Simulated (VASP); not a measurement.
# Si2Mo (MoSi2 type) (I4/mmm) in VASP: relaxation of shape and atoms at fixed volume with PBEsol

Aim: the relaxation of shape and atoms at fixed volume of Si2Mo (MoSi2 type) with PBEsol.

All numbers are computed with VASP 6.6.1; they aren't measurements. Logs are shortened: lines on timing, memory, paths and dates and some standing lists are left out, and cuts for length are marked.

## 1. The cell of the first run

It takes space group I4/mmm (No. 139, tetragonal). The conventional cell has a = 3.057 Å, b = 3.057 Å, c = 7.494 Å, α = 90.00°, β = 90.00°, γ = 90.00°. Mo (site symmetry 4/mmm) has 10 Si at 2.49 to 2.51 Å and 4 Mo at 3.06 Å within 3.3 Å. Within 3.3 Å of Si (site symmetry 4mm) lie 9 Si at 2.47 to 3.06 Å and 5 Mo at 2.49 to 2.51 Å.

## 2. Relaxation of shape and atoms at fixed volume, PBEsol

File INCAR:

```
SYSTEM = Si2Mo
ALGO = Normal
EDIFF = 1E-6
EDIFFG = -0.005
ENCUT = 600
GGA = PS
IBRION = 2
ISIF = 4
ISMEAR = -1
LASPH = .True.
LCHARG = .False.
LREAL = .False.
LWAVE = .False.
NELM = 100
NSW = 50
PREC = Accurate
SIGMA = 0.05
```

File KPOINTS:

```
k-points
0
Gamma
  14 14 14
  0 0 0
```

File POSCAR:

```
Si2Mo
1.0
   -1.5284442496      1.5284442496      3.7470795157
    1.5284442496     -1.5284442496      3.7470795157
    1.5284442496      1.5284442496     -3.7470795157
Mo Si
1 2
Direct
    0.0000000000      0.0000000000      0.0000000000
    0.3350738262      0.3350738262      0.0000000000
   -0.3350738262     -0.3350738262      0.0000000000
```

Potentials or basis: VASP PAW PBE potentials, release 64 (Mo_sv, Si).

On the command line:

```bash
> cat potpaw_PBE.64/Mo_sv/POTCAR potpaw_PBE.64/Si/POTCAR > POTCAR
> mpirun -np 1 vasp_std > vasp.out
```

OUTCAR:

```text
SYSTEM = Si2Mo
   EDIFF = 1E-6
   EDIFFG = -0.005
   ENCUT = 600
   GGA = PS
   IBRION = 2
   ISIF = 4
   ISMEAR = -1
   LASPH = .True.
   LREAL = .False.
   NELM = 100
   NSW = 50
   PREC = Accurate

 ion  position               nearest neighbor table
   1  0.000  0.000  0.000-   3 2.49   3 2.49   3 2.49   2 2.49   3 2.49   2 2.49   2 2.49   2 2.49
                             2 2.51   3 2.51
   2  0.335  0.335  0.000-   3 2.47   1 2.49   1 2.49   1 2.49   1 2.49   3 2.51   3 2.51   3 2.51
                             3 2.51   1 2.51
   3  0.665  0.665  0.000-   2 2.47   1 2.49   1 2.49   1 2.49   1 2.49   2 2.51   2 2.51   2 2.51
                             2 2.51   1 2.51

  LATTYP: Found a body centered tetragonal cell.
 ALAT       =     3.0568884992
 C/A-ratio  =     2.4515644039

  Lattice vectors:

 A1 = (  -1.5284442496,   1.5284442496,   3.7470795157)
 A2 = (   1.5284442496,  -1.5284442496,   3.7470795157)
 A3 = (   1.5284442496,   1.5284442496,  -3.7470795157)

Analysis of symmetry for initial positions (statically):
=====================================================================
 Subroutine PRICEL returns:
 Original cell was already a primitive cell.

 Routine SETGRP: Setting up the symmetry group for a
 body centered tetragonal supercell.

 Subroutine GETGRP returns: Found 16 space group operations
 (whereof 16 operations were pure point group operations)
 out of a pool of 16 trial point group operations.

The static configuration has the point symmetry D_4h.

Analysis of symmetry for dynamics (positions and initial velocities):
=====================================================================
 Subroutine PRICEL returns:
 Original cell was already a primitive cell.

 Routine SETGRP: Setting up the symmetry group for a
 body centered tetragonal supercell.

 Subroutine GETGRP returns: Found 16 space group operations
 (whereof 16 operations were pure point group operations)
 out of a pool of 16 trial point group operations.

The dynamic configuration has the point symmetry D_4h.

 Subroutine INISYM returns: Found 16 space group operations
 (whereof 16 operations are pure point group operations),
 and found     1 'primitive' translations

----------------------------------------------------------------------------------------

                                     Primitive cell

  volume of cell :      35.0148

  direct lattice vectors                    reciprocal lattice vectors
    -1.528444250  1.528444250  3.747079516     0.000000000  0.327130021  0.133437254
     1.528444250 -1.528444250  3.747079516     0.327130021  0.000000000  0.133437254
     1.528444250  1.528444250 -3.747079516     0.327130021  0.327130021  0.000000000

  length of vectors
     4.325839635  4.325839635  4.325839635     0.353298106  0.353298106  0.462631713

  position of ions in fractional coordinates (direct lattice)
     0.000000000  0.000000000  0.000000000
     0.335073826  0.335073826  0.000000000
     0.664926174  0.664926174  0.000000000

  ion indices of the primitive-cell ions
   primitive index   ion index
                 1           1
                 2           2
                 3           3

----------------------------------------------------------------------------------------

 KPOINTS: k-points

Automatic generation of k-mesh.
 Grid dimensions read from file:
 generate k-points for:   14   14   14

 Generating k-lattice:

  Cartesian coordinates                     Fractional coordinates (reciprocal lattice)
     0.000000000  0.023366430  0.009531232     0.071428571 -0.000000000  0.000000000
     0.023366430  0.000000000  0.009531232    -0.000000000  0.071428571  0.000000000
     0.023366430  0.023366430  0.000000000     0.000000000  0.000000000  0.071428571

  Length of vectors
     0.025235579  0.025235579  0.033045122

  Shift w.r.t. Gamma in fractional coordinates (k-lattice)
     0.000000000  0.000000000  0.000000000

 Subroutine IBZKPT returns following result:
 ===========================================

 Found    244 irreducible k-points:

 Following reciprocal coordinates:
            Coordinates               Weight
  0.000000  0.000000  0.000000      1.000000
  0.071429  0.000000 -0.000000      8.000000
  0.142857  0.000000 -0.000000      8.000000
  0.214286  0.000000 -0.000000      8.000000
  0.285714  0.000000  0.000000      8.000000
  0.357143  0.000000  0.000000      8.000000
[... 16 lines left out ...]
  0.214286  0.142857 -0.000000     16.000000
  0.285714  0.142857 -0.000000     16.000000
 [... further k-points ...]
   k-points           NKPTS =    244   k-points in BZ     NKDIM =    244   number of bands    NBANDS=     15
   number of dos      NEDOS =    301   number of ions     NIONS =      3
   total plane-waves  NPLWV =  46656
   dimension x,y,z NGX =    36 NGY =   36 NGZ =   36
   dimension x,y,z NGXF=    72 NGYF=   72 NGZF=   72
   ions per type =               1   2
   NGX,Y,Z   is equivalent  to a cutoff of  13.84, 13.84, 13.84 a.u.
   NGXF,Y,Z  is equivalent  to a cutoff of  27.67, 27.67, 27.67 a.u.
 SYSTEM =  Si2Mo
   PREC   = accura    normal or accurate (medium, high low for compatibility)
   ISTART =      0    job   : 0-new  1-cont  2-samecut
   ICHARG =      2    charge: 1-file 2-atom 10-const
   ISPIN  =      1    spin polarized calculation?
   LNONCOLLINEAR =      F non collinear calculations
   LSORBIT =      F    spin-orbit coupling
   LASPH  =      T    aspherical Exc in radial PAW
   ENCUT  =  600.0 eV  44.10 Ry    6.64 a.u.   8.64  8.64  8.64*2*pi/ulx,y,z
   NELM   =    100;   NELMIN=  2; NELMDL= -5     # of ELM steps
   EDIFF  = 0.1E-05   stopping-criterion for ELM
   LREAL  =      F    real-space projection
   EDIFFG = -.5E-02   stopping-criterion for IOM
   NSW    =     50    number of steps for IOM
   IBRION =      2    ionic relax: 0-MD 1-quasi-New 2-CG
   NFREE  =      1    steps in history (QN), initial steepest desc. (CG)
   ISIF   =      4    stress and relaxation
   ISYM   =      2    0-nonsym 1-usesym 2-fastsym
   POTIM  = 0.5000    time-step for ionic-motion
   TEBEG  =    0.0;   TEEND  =   0.0 temperature during run
   PSTRESS=    0.0 pullay stress
   NELECT =      22.0000    total number of electrons
   NUPDOWN=      -1.0000    fix difference up-down
   EMIN   =  10.00;   EMAX   =-10.00  energy-range for DOS
   EFERMI =   0.00;   METHOD = LEGACY
   ISMEAR =    -1;   SIGMA  =   0.05  broadening in eV -4-tet -1-fermi 0-gaus
   EFERMI_NEDOS =   21; number of points for ismear=-14 and -15
   IALGO  =     38    algorithm
   IMIX   =      4    mixing-type and parameters
     AMIX     =   0.40;   BMIX     =  1.00
     AMIX_MAG =   1.60;   BMIX_MAG =  1.00
  volume/ion in A,a.u.               =      11.67        78.76
  Fermi-wavevector in a.u.,A,eV,Ry     =   1.402163  2.649703 26.749867  1.966060
  Thomas-Fermi vector in A             =   2.524952
   LORBIT       =      0    0 simple, 1 ext, 2 COOP (PROOUT), +10 PAW based schemes
   GGA     = PS    functional components
   LHFCALC =     F    Hartree Fock is set to
   AEXX    =    0.0000 exact exchange contribution
   IVDW    =     0    specifies the selected vdW correction
   LEPSILON=     F    determine dielectric tensor
   LRPA    =     F    only Hartree local field effects (RPA)
 conjugate gradient relaxation of ions
 non-spin polarized calculation
  energy-cutoff  :      600.00
  volume of cell :       35.01
 maximum number of plane-waves:      1203
   NGX = 17   NGY = 17   NGZ = 17

--------------------------------------- Ionic step        1  -------------------------------------------

 number of electron      22.0000000 magnetization

 Free energy of the ion-electron system (eV)
  ---------------------------------------------------
  ext. energy  EPLUGINS =         0.00000000
  ---------------------------------------------------
  free energy    TOTEN  =       -24.56366956 eV

  energy without entropy =      -24.56169242  energy(sigma->0) =      -24.56268099

------------------------ aborting loop because EDIFF is reached ----------------------------------------

  FORCE on cell =-STRESS in cart. coord.  units (eV):
  Direction    XX          YY          ZZ          XY          YZ          ZX
  --------------------------------------------------------------------------------------
  -------------------------------------------------------------------------------------
  Total        7.9536838      7.9536838      9.0744214      0.0000000     -0.0000000      0.0000000
  in kB      363.9374943    363.9374943    415.2191920      0.0000000     -0.0000000      0.0000000
  external PRESSURE =     381.0313935 kB  Pullay stress =       0.0000000 kB
[... 133 lines left out ...]
  energy  without entropy=      -24.5696566467  energy(sigma->0) =      -24.57070653

--------------------------------------- Ionic step        5  -------------------------------------------

 number of electron      22.0000000 magnetization

 Free energy of the ion-electron system (eV)
  ---------------------------------------------------
  ext. energy  EPLUGINS =         0.00000000
  ---------------------------------------------------
  free energy    TOTEN  =       -24.57180934 eV

  energy without entropy =      -24.56971884  energy(sigma->0) =      -24.57076409

 E-fermi :  14.3803     XC(G=0): -13.1833

 val. band max:       14.3505291148   @ k =  -0.4286   0.5000   0.2857
 cond. band min:      14.3831335405   @ k =  -0.3571  -0.4286   0.3571
 fundamental gap:      0.0326044256
 Fermi energy:        14.3802775826

 k-point     1 :       0.0000    0.0000    0.0000
  band No.  band energies     occupation
      1     -46.0744      2.00000
      2     -20.3927      2.00000
      3     -20.1843      2.00000
      4     -20.1843      2.00000
      5      -0.1785      2.00000
      6       7.0925      2.00000
      7      10.5946      2.00000
      8      11.0543      2.00000
      9      11.3704      2.00000
     10      11.3704      2.00000
     11      14.9109      0.00005
     12      16.9483      0.00000
     13      18.4905      0.00000
     14      18.5245      0.00000
     15      18.5245      0.00000
[... 397 lines left out ...]
 k-point    24 :       0.2857    0.1429   -0.0000
  band No.  band energies     occupation
      1     -46.0447      2.00000
      2     -20.4516      2.00000
      3     -20.3666      2.00000
      4     -20.2408      2.00000
      5       1.9584      2.00000
      6       6.4774      2.00000
      7       8.5879      2.00000
      8      10.5135      2.00000
      9      11.4582      2.00000
     10      11.7185      2.00000
     11      12.3522      2.00000
     12      16.5628      0.00000
     13      17.2809      0.00000
     14      18.6380      0.00000
     15      19.8764      0.00000

 [... further k-points ...]

------------------------ aborting loop because EDIFF is reached ----------------------------------------

  FORCE on cell =-STRESS in cart. coord.  units (eV):
  Direction    XX          YY          ZZ          XY          YZ          ZX
  --------------------------------------------------------------------------------------
  -------------------------------------------------------------------------------------
  Total        8.2044979      8.2044979      8.2040972      0.0000000      0.0000000      0.0000000
  in kB      375.4140164    375.4140164    375.3956827      0.0000000      0.0000000      0.0000000
  external PRESSURE =     375.4079051 kB  Pullay stress =       0.0000000 kB
[... 18 lines left out ...]
  FREE ENERGIE OF THE ION-ELECTRON SYSTEM (eV)
  ---------------------------------------------------
  free  energy   TOTEN  =       -24.5718093416 eV

  energy  without entropy=      -24.5697188357  energy(sigma->0) =      -24.57076409

 reached required accuracy - stopping structural energy minimisation
```

It took 15 min on 1 thread of Oxide Virtual Turin-like, shared host; peak memory 0.3 GiB.

Results:

```yaml
Free_energy: -24.5718 eV
Energy_gained_by_relaxing: 2.7 meV/atom
Ionic_steps: 5
Pressure_after_relaxing: 37.5 GPa
Band_gap_on_the_k_mesh: zero (bands 11 and 12 overlap by 1.07 eV)
```

Step by step:
```
step  energy change (eV)  largest force (eV/Å)  pressure (GPa)  volume (Å³)
   1              0.0000                0.3561           38.10        35.01
   2             -0.0051                0.1036           37.23        35.01
   3             -0.0079                0.0603           37.54        35.01
   4             -0.0081                0.0305           37.54        35.01
   5             -0.0081                0.0004           37.54        35.01
```

Final structure:
```cif
data_structure
_symmetry_space_group_name_H-M 'P 1'
_symmetry_Int_Tables_number 1
_cell_length_a 4.3435
_cell_length_b 4.3435
_cell_length_c 4.3435
_cell_angle_alpha 138.933
_cell_angle_beta 138.933
_cell_angle_gamma 59.477
_cell_volume 35.01
loop_
_atom_site_label
_atom_site_type_symbol
_atom_site_fract_x
_atom_site_fract_y
_atom_site_fract_z
_atom_site_occupancy
Mo1 Mo 0.00000 0.00000 0.00000 1
Si1 Si 0.33336 0.33336 0.00000 1
Si2 Si 0.66664 0.66664 0.00000 1
```

Caveat: the PAW data sets were made with another functional, which shifts forces and pressure a little.

The gap in the log of VASP goes by the Fermi energy; the results here count the filled bands.